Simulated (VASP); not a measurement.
Input of a VASP 6.6.1 run:

POSCAR

```
MoS2
1.0
    3.1610015200      0.0000000000      0.0000000000
   -1.5805007600      2.7375076200      0.0000000000
    0.0000000000      0.0000000000     12.2949997000
Mo S
2 4
Direct
    0.3333333333      0.6666666667      0.2500000000
    0.6666666667      0.3333333333      0.7500000000
    0.3333333333      0.6666666667      0.6275000000
    0.6666666667      0.3333333333      0.1275000000
    0.3333333333      0.6666666667      0.8725000000
    0.6666666667      0.3333333333      0.3725000000
```

File INCAR.step1:

```
ALGO     = Normal         # electronic algorithm
EDIFF    = 1E-4           # SCF threshold, eV
ENCUT    = 520            # plane-wave cutoff, eV
GGA      = PE             # functional
ISMEAR   = 0              # smearing method
ISPIN    = 2              # spin polarisation
LASPH    = True           # aspherical terms in the spheres
LCHARG   = False          # write CHGCAR
LMAXMIX  = 4              # l up to which the mixer works
LREAL    = False          # projectors in reciprocal space
LWAVE    = True           # write WAVECAR
MAGMOM   = 1.5 1.5 0 0 0 0 # initial moments
NBANDS   = 39             # bands
NELM     = 150            # most SCF steps
NUPDOWN  = 3.0            # fixed moment
PREC     = Accurate       # precision mode
SIGMA    = 0.05           # smearing width, eV
```

The input INCAR.step2:

```
ALGO     = Normal         # electronic algorithm
EDIFF    = 1E-6           # SCF threshold, eV
ENCUT    = 520            # plane-wave cutoff, eV
ISIF     = 2              # what is computed and relaxed
ISMEAR   = 0              # smearing method
ISPIN    = 2              # spin polarisation
ISTART   = 1            
LASPH    = True           # aspherical terms in the spheres
LCHARG   = False          # write CHGCAR
LMAXMIX  = 4              # l up to which the mixer works
LMIXTAU  = True         
LORBIT   = 11             # projections on sites
LREAL    = False          # projectors in reciprocal space
LWAVE    = False          # write WAVECAR
MAGMOM   = 1.5 1.5 0 0 0 0 # initial moments
METAGGA  = R2SCAN         # meta-GGA
NBANDS   = 39             # bands
NELM     = 150            # most SCF steps
NUPDOWN  = 3.0            # fixed moment
PREC     = Accurate       # precision mode
SIGMA    = 0.05           # smearing width, eV
```

Contents of KPOINTS:

```
k-points
0
Gamma
  7 7 2
```

Potentials or basis: VASP PAW PBE potentials, release 64 (Mo_sv, S).

Launch:

```bash
$ cat potpaw_PBE.64/Mo_sv/POTCAR potpaw_PBE.64/S/POTCAR > POTCAR
$ cp INCAR.step1 INCAR
$ mpirun -np 1 vasp_std > vasp.out
$ cp INCAR.step2 INCAR
$ mpirun -np 1 vasp_std > vasp.out
```

(1) Estimate the largest force.

(2) What does it give for the pressure?

Results:

(1) 1.431 eV/Å.

(2) 16.6 GPa.

Caveat: the stress differs along the axes, from 13 to 18 GPa; the PAW data sets were made with another functional, which shifts forces and pressure a little; the total moment is fixed, so each spin has its own Fermi level and the state may be an excited one.
